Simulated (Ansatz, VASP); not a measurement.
## La2O3 in VASP and in Ansatz

```
CELL_PARAMETERS angstrom
3.96375 0.00000 0.00000
-1.98187 3.43271 0.00000
0.00000 0.00000 6.28945
ATOMIC_POSITIONS crystal
La 0.66667 0.33333 0.75122
La 0.33333 0.66667 0.24878
O 0.66667 0.33333 0.35501
O 0.33333 0.66667 0.64499
O 0.00000 0.00000 0.00000
```

Alike in both runs: functional RPBE; k mesh 6 × 6 × 4; occupations fermi-dirac, width 0.02 eV; no spin polarisation.

Ansatz relaxed the structure, and its values are those at the end. VASP's run is a single point on that final structure, the one shown.

```csv
,VASP,Ansatz
version,VASP 6.6.1,Ansatz 0.2.0
potentials or method,"VASP PAW PBE potentials, release 64 (La, O), cutoff 520 eV","plane waves, PAW"
valence electrons in the cell,40,40
```

```tsv
	VASP	Ansatz	Ansatz less VASP
pressure (GPa)	-0.3	0.0	+0.33
rms of the force components (eV/Å)	0.007	0.001	-0.0058
```

VASP's potentials were made for PBE, not for RPBE.

Spin-orbit coupling is off throughout.
